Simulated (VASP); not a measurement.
# YAl2N3: single point with PBE

Crystal: YAl2N3.

```
CELL_PARAMETERS angstrom
2.87626 1.66061 3.65284
-2.87626 1.66061 3.65284
0.00000 -3.32122 3.65284
ATOMIC_POSITIONS crystal
Y 0.50000 0.50000 0.50000
Al 0.73703 0.73703 0.73703
Al 0.26297 0.26297 0.26297
N 0.50000 0.50000 0.00000
N 0.00000 0.50000 0.50000
N 0.50000 0.00000 0.50000
```

The cell was generated, and may not be a known phase.

* Program: VASP 6.6.1
* Task: single point
* Functional: PBE
* Potentials or basis: VASP PAW PBE potentials, release 64 (Y_sv, Al, N)
* Cutoff: 520 eV
* k mesh: 6 × 6 × 6
* Occupations: gaussian, width 0.1 eV
* Spin: collinear spin, ferromagnetic start
* Starting moments: [0.0, 0.0, 0.0, 1.0, 1.0, 1.0] μB

| Property | Result |
| --- | --- |
| Pressure | 0.0 GPa |
| Largest force | 0.013 eV/Å |
| Band gap on the k mesh | zero (filled and empty bands overlap) |
| Net moment | 0.00 μB per cell |
| Valence electrons inside the program's atomic spheres | Y 9.74; Al 0.81; N 3.72 |

Forces on the atoms (eV/Å):
```
Y    0.000  0.000  0.000
Al   0.000  0.000 -0.013
Al   0.000  0.000  0.013
N    0.000  0.000  0.000
N    0.000  0.000  0.000
N    0.000  0.000  0.000
```

Stress tensor (GPa, compression positive):
```
 0.10  0.00  0.00
 0.00  0.10  0.00
 0.00  0.00 -0.11
```

Levels at points of the mesh, in eV from the Fermi level:
Spin up:
| k point | band 12 | band 13 | band 14 | band 15 | band 16 | band 17 | band 18 | band 19 | band 20 | band 21 |
| --- | --- | --- | --- | --- | --- | --- | --- | --- | --- | --- |
| (0.00, 0.00, 0.00) | -2.16 | -2.14 | -1.79 | -0.46 | -0.46 | 0.46 | 1.89 | 1.89 | 3.00 | 3.19 |
| (0.50, 0.00, 0.00) | -2.99 | -1.69 | -1.63 | -1.49 | -0.32 | -0.16 | 1.42 | 3.31 | 3.93 | 4.14 |
| (0.50, 0.50, 0.00) | -2.80 | -2.54 | -2.04 | -1.65 | -0.22 | 1.26 | 2.13 | 3.11 | 4.00 | 4.42 |
| (0.50, 0.50, 0.50) | -2.93 | -2.93 | -1.19 | -1.19 | 0.60 | 1.02 | 2.25 | 4.61 | 4.61 | 4.91 |
Spin down:
```csv
k point,band 12,band 13,band 14,band 15,band 16,band 17,band 18,band 19,band 20,band 21
"(0.00, 0.00, 0.00)",-2.16,-2.14,-1.79,-0.46,-0.46,0.45,1.89,1.89,3.00,3.19
"(0.50, 0.00, 0.00)",-2.99,-1.70,-1.63,-1.49,-0.32,-0.16,1.42,3.31,3.93,4.14
"(0.50, 0.50, 0.00)",-2.80,-2.54,-2.04,-1.65,-0.22,1.26,2.13,3.11,4.00,4.42
"(0.50, 0.50, 0.50)",-2.93,-2.93,-1.19,-1.19,0.60,1.02,2.25,4.61,4.61,4.91
```

It took 5 min on 1 thread of Intel(R) Xeon(R) Platinum 8488C (Sapphire Rapids) (shared host), peak memory 0.4 GiB.
